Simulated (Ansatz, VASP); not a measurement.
**One calculation of BN, two programs**

```
N B
1.0
     2.49824    0.00000    0.00000
    -1.24912    2.16354    0.00000
     0.00000    0.00000    6.63570
N B
2 2
Direct
  0.66667 0.33333 0.25000
  0.33333 0.66667 0.75000
  0.66667 0.33333 0.75000
  0.33333 0.66667 0.25000
```

Alike in both runs: task relaxation of cell and atoms; functional PBE; dispersion D3(BJ); k mesh 12 × 12 × 4; occupations fermi-dirac, width 0.05 eV; no spin polarisation.

```csv
,VASP,Ansatz
version,VASP 6.6.1,Ansatz 0.2.0
potentials or method,"VASP PAW PBE potentials, release 64 (N, B)",Ansatz PAW
plane-wave cutoff (eV),600,420
valence electrons in the cell,16,16
```

```tsv
	VASP	Ansatz	Ansatz less VASP
gap on the k mesh at the Fermi level, each at its own relaxed structure (eV)	4.26	4.27	+0.018
relaxed volume (Å³/atom)	8.95	9.00	+0.042
relaxed cell length with the largest relative difference (Å)	6.584	6.614	+0.0299
```

Noted on Ansatz's run: the plane-wave basis is chosen anew once the cell has moved, so the energies of steps on either side of that aren't comparable.
